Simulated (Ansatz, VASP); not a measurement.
# One calculation of GeF5, two programs

```
CELL_PARAMETERS angstrom
6.38198 0.00000 0.00000
-3.19099 5.52696 0.00000
0.00000 0.00000 2.99147
ATOMIC_POSITIONS crystal
Ge 0.00000 0.00000 0.50000
F 0.50000 0.00000 0.00000
F 0.00000 0.50000 0.00000
F 0.50000 0.50000 0.00000
F 0.33333 0.66667 0.00000
F 0.66667 0.33333 0.00000
```

Alike in both runs: task single point; functional PBE; k mesh 6 × 6 × 12; occupations gaussian, width 0.1 eV; no spin polarisation.

```csv
,VASP,Ansatz
version,VASP 6.6.1,Ansatz 0.2.0
potentials or method,"VASP PAW PBE potentials, release 64 (Ge_d, F), cutoff 520 eV","scalar-relativistic, plane waves, PAW"
valence electrons in the cell,49,49
```

|  | VASP | Ansatz | Ansatz less VASP |
| --- | --- | --- | --- |
| gap on the k mesh at the Fermi level (eV) | none | none | - |
| pressure (GPa) | -0.3 | 0.0 | +0.29 |
| traceless stress, the component that is largest in VASP (GPa) | -0.08 | -0.01 | +0.075 |

A gap of «none» marks a metal or a gap that the smearing closes.
